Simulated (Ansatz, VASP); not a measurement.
## Two plane-wave programs on LaSb2Au

```
La Sb Au
1.0
     4.55127    0.00000    0.00000
     0.00000    4.55127    0.00000
     0.00000    0.00000   10.70308
La Sb Au
2 4 2
Direct
  0.50000 0.00000 0.75315
  0.00000 0.50000 0.24685
  0.50000 0.00000 0.16940
  0.00000 0.50000 0.83060
  0.00000 0.00000 0.50000
  0.50000 0.50000 0.50000
  0.00000 0.00000 0.00000
  0.50000 0.50000 0.00000
```

Alike in both runs: task single point; functional LDA; k mesh 6 × 6 × 3; no spin polarisation.

|  | VASP | Ansatz |
| --- | --- | --- |
| version | VASP 6.6.1 | Ansatz 0.2.0 |
| potentials or method | VASP PAW LDA potentials, release 64 (La, Sb, Au), cutoff 520 eV | plane waves, PAW |
| occupations | fermi-dirac, width 0.1 eV | fermi-dirac |
| valence electrons in the cell | 64 | 120 |

Ansatz gave:

| Property | Result |
| --- | --- |
| pressure (GPa) | -7.5 |
| traceless stress, the component that is largest in VASP (GPa) | 0.18 |

Question: Estimate VASP's values.

Answer: Pressure (GPa): -7.5; traceless stress, the component that is largest in VASP (GPa): 0.20.

LDA's correlation is that of Perdew and Zunger in VASP and of Perdew and Wang (1992) in Ansatz. VASP's potentials hold 64 valence electrons a cell and Ansatz's 120, so a difference there can come from the potentials and not from the codes.

Neither program's run includes spin-orbit coupling.
